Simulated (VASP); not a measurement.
Runs of VASP 6.6.1 on GaSb3. The structure is that of space group Fm-3m (No. 225), or close to it. The cells are those of the table. 

```tsv
cell	gap on the mesh (eV)	pressure (GPa)
a = 5.064 Å, angles 60.0°, 4 atoms	none	4.1
a = 5.203 Å, angles 60.0°, 4 atoms	none	(a)
a = 5.039, b = 5.039, c = 4.971 Å, angles 60.4, 60.4, 59.1°, 4 atoms	none	6.7
a = 5.111 Å, angles 60.0°, 4 atoms	none	1.9
a = 5.087, b = 5.087, c = 5.019 Å, angles 60.4, 60.4, 59.1°, 4 atoms	none	4.1
```

Alike in all rows: task single point; level PBEsol; potentials or basis VASP PAW PBE potentials, release 64 (Ga_d, Sb); no spin polarisation; k mesh 10 × 10 × 10; cutoff (eV) 520; smearing gaussian 0.15 eV.

Problem. Estimate the missing entries.

Solution. (a) -1.5.

Caveats: the PAW data sets were made with another functional, which shifts forces and pressure a little; spin-orbit coupling is left out, which moves the levels of the heavy elements.

A k mesh can miss the band edges, and the runs leave out spin-orbit coupling on Ga, Sb.

A gap of «none» marks levels without a gap at the run's occupations.
